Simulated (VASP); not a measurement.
Input of a VASP 6.6.1 run:

INCAR

```
  PREC = Accurate
  ENCUT = 600
  EDIFF = 1E-6
  ISMEAR = -1
  SIGMA = 0.05
  LREAL = F
  LASPH = T
  NELM = 80
  ALGO = Normal
  ISIF = 3
  LWAVE = F
  LCHARG = F
  GGA = PE
  IBRION = 2
  NSW = 60
  EDIFFG = -0.005
  PSTRESS = 22.0
```

File KPOINTS:

```
regular mesh
0
Gamma
  15 15 15
```

Contents of POSCAR:

```
P
1.0
    2.4768191855      0.0000000000      0.0000000000
    0.0000000000      2.4768191855      0.0000000000
    0.0000000000      0.0000000000      2.4768191855
P
1
Direct
    0.0000000000      0.0000000000      0.0000000000
```

Potentials or basis: VASP PAW PBE potentials, release 64 (P).

The run is started by

```bash
$ cat potpaw_PBE.64/P/POTCAR > POTCAR
$ mpirun -np 1 vasp_std > vasp.out
```

Problem. Predict the relaxed volume.

Solution. 14.34 Å³/atom.

Problem. What does it give for the band gap on the k mesh?

Solution. Zero (an odd number of electrons rules out a gap without spin polarisation).

Problem. What does it give for the relaxed cell?

Solution. a = 2.430 Å, b = 2.430 Å, c = 2.430 Å, α = 90.00°, β = 90.00°, γ = 90.00°.

Problem. Predict the space group after relaxing (to 0.1 Å).

Solution. Pm-3m (No. 221).

The path:
```tsv
step	energy change (eV)	largest force (eV/Å)	pressure (GPa)	volume (Å³)
1	0.0000	0.0000	-3.93	15.19
2	0.0040	0.0000	6.02	13.95
3	-0.0059	0.0000	2.25	14.34
```

Caveat: the cell is relaxed towards a set pressure, so the run minimises the enthalpy, not the energy.
